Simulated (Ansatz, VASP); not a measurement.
# Ru in VASP and in Ansatz

Contents of INCAR:

```
ALGO = Normal
EDIFF = 1E-6
ENCUT = 560
GGA = PS
GGA_COMPAT = F
ISIF = 2
ISMEAR = 0
LASPH = T
LCHARG = T
LELF = T
LREAL = F
LVHAR = T
LWAVE = F
NBANDS = 14
NELM = 120
PREC = Accurate
SIGMA = 0.1
```

File KPOINTS:

```
k-points
0
Gamma
  9 9 8
```

The input POSCAR:

```
Ru
1.0
    2.5723315739      0.0000000000      0.0000000000
   -1.2861657869      2.2277044899      0.0000000000
    0.0000000000      0.0000000000      2.4035223143
Ru
1
Direct
    0.0000000000      0.0000000000      0.0000000000
```

Input for Ansatz:

```yaml
crystal:
  lattice:
    - [2.5723315739, 0.0, 0.0]
    - [-1.2861657869, 2.2277044899, 0.0]
    - [0.0, 0.0, 2.4035223143]
  atoms:
    - { symbol: Ru, position: [0.0, 0.0, 0.0] }
basis:
  ecutwfc: 420
kpoints:
  mp_grid: { grid: [9, 9, 8] }
hamiltonian:
  xc: pbesol
scf:
  occupations: { method: gaussian, width: 0.1 }
  lower_state_search: "off"
output:
  forces: true
  stress: true
  eigenvalues: true
```

Alike in both runs: task single point; functional PBEsol; k mesh 9 × 9 × 8; occupations gaussian, width 0.1 eV; no spin polarisation.

|  | VASP | Ansatz |
| --- | --- | --- |
| version | VASP 6.6.1 | Ansatz 0.2.0 |
| potentials or method | VASP PAW PBE potentials, release 64 (Ru_sv), cutoff 560 eV | scalar-relativistic, plane waves, PAW |
| valence electrons in the cell | 16 | 16 |

Ansatz gave:

```
gap on the k mesh at the Fermi level (eV)                     : none
pressure (GPa)                                                : 15.7
traceless stress, the component that is largest in VASP (GPa) : -1.32
```

What did VASP give for the same quantities?

gap on the k mesh at the Fermi level (eV): none; pressure (GPa): 15.3; traceless stress, the component that is largest in VASP (GPa): -1.22.

VASP's potentials were made for PBE, not for PBEsol. A gap of «none» marks a metal or a gap that the smearing closes. The functional is the same, so the differences come from potentials, cutoffs and numerics.
